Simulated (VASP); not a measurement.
Wanted: the native input for a VASP 6.6.1 run.

```yaml
Task: single point
Functional: PBE
Potentials_or_basis: VASP PAW PBE potentials, release 64 (K_sv, Te, Br)
Cutoff: 520 eV
k_mesh: 3 × 3 × 3
Occupations: gaussian, width 0.15 eV
Spin: no spin polarisation
Dipole_correction: no
Further_INCAR_settings: ALGO = Normal; EDIFF = 1e-06; NBANDS = 37
```

The structure of K4TeBr2 lies in POSCAR:

```
K4TeBr2
1.0
    3.0961531289     -8.6132490431      0.0000000000
    3.0961531289      8.6132490431      0.0000000000
    0.0000000000      0.0000000000      5.8951230661
K Te Br
4 1 2
Direct
    0.8770821570      0.1229178430      0.5000000000
    0.1229178430      0.8770821570      0.5000000000
    0.6077633279      0.3922366721      0.0000000000
    0.3922366721      0.6077633279      0.0000000000
    0.0000000000      0.0000000000      0.0000000000
    0.6767994482      0.3232005518      0.5000000000
    0.3232005518      0.6767994482      0.5000000000
```

The cell was generated, and may not be a known phase.

One way to write it, as run:

INCAR

```
PREC = Accurate ; ENCUT = 520
EDIFF = 1E-6 ; ISMEAR = 0
SIGMA = 0.15 ; LREAL = F
LASPH = T ; NELM = 100
ALGO = Normal ; ISIF = 2
LWAVE = F ; LCHARG = F
GGA = PE ; NBANDS = 37
```

KPOINTS

```
regular mesh
0
Gamma
  3 3 3
```

Potentials or basis: VASP PAW PBE potentials, release 64 (K_sv, Te, Br).

Launch:

```console
$ cat potpaw_PBE.64/K_sv/POTCAR potpaw_PBE.64/Te/POTCAR potpaw_PBE.64/Br/POTCAR > POTCAR
$ mpirun -np 1 vasp_std > vasp.out
```

It gave:

* Pressure: 0.2 GPa
* Largest force: 0.021 eV/Å
* Band gap on the k mesh: 2.11 eV (least direct gap 2.12 eV)

Caveat: spin-orbit coupling is left out, which moves the levels of the heavy elements.

It took 5.6 min on 1 thread of Intel Xeon 8259CL (shared host), peak memory 0.56 GiB.
